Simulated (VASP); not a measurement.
Here is a VASP 6.6.1 calculation.

INCAR

```
ALGO     = Normal         # electronic algorithm
EDIFF    = 1E-6           # SCF threshold, eV
ENCUT    = 520            # plane-wave cutoff, eV
GGA      = PE             # functional
ISIF     = 2              # what is computed and relaxed
ISMEAR   = 0              # smearing method
LASPH    = True           # aspherical terms in the spheres
LCHARG   = True           # write CHGCAR
LELF     = True           # ELF
LREAL    = False          # projectors in reciprocal space
LVHAR    = True         
LWAVE    = False          # write WAVECAR
NBANDS   = 16             # bands
NELM     = 100            # most SCF steps
PREC     = Accurate       # precision mode
SIGMA    = 0.05           # smearing width, eV
```

File KPOINTS:

```
k-points
0
Gamma
  12 12 6
```

POSCAR

```
AlN
1.0
    3.1302395629      0.0000000000      0.0000000000
   -1.5651197815      2.7108669814      0.0000000000
    0.0000000000      0.0000000000      5.0179796548
Al N
2 2
Direct
    0.2982915208      0.6491457604     -0.0044977273
    0.6316248541      0.3158124271      0.4955022727
    0.3333333333      0.6666666667      0.3832712825
    0.6666666667      0.3333333333      0.8832712825
```

Potentials or basis: VASP PAW PBE potentials, release 64 (Al, N).

Command:

```bash
$ cat potpaw_PBE.64/Al/POTCAR potpaw_PBE.64/N/POTCAR > POTCAR
$ mpirun -np 1 vasp_std > vasp.out
```

Question: Predict the band gap on the k mesh.

Answer: 3.88 eV, direct.

Question: Predict the largest force.

Answer: 1.780 eV/Å.

Forces in eV/Å, atoms in the order of the input:
```
Al   1.477  0.853  0.498
Al   1.074  0.620  0.470
N   -1.072 -0.619 -0.469
N   -1.479 -0.854 -0.499
```

Caveat: the cell differs from its parent crystal (all Al atoms moved +0.100 Å, as atom 1 towards its neighbour atom 4 (N) at 1.902 Å); forces of over 1 eV/Å act on the atoms, so gaps and moduli don't describe the material at rest. A k mesh can miss the band edges.
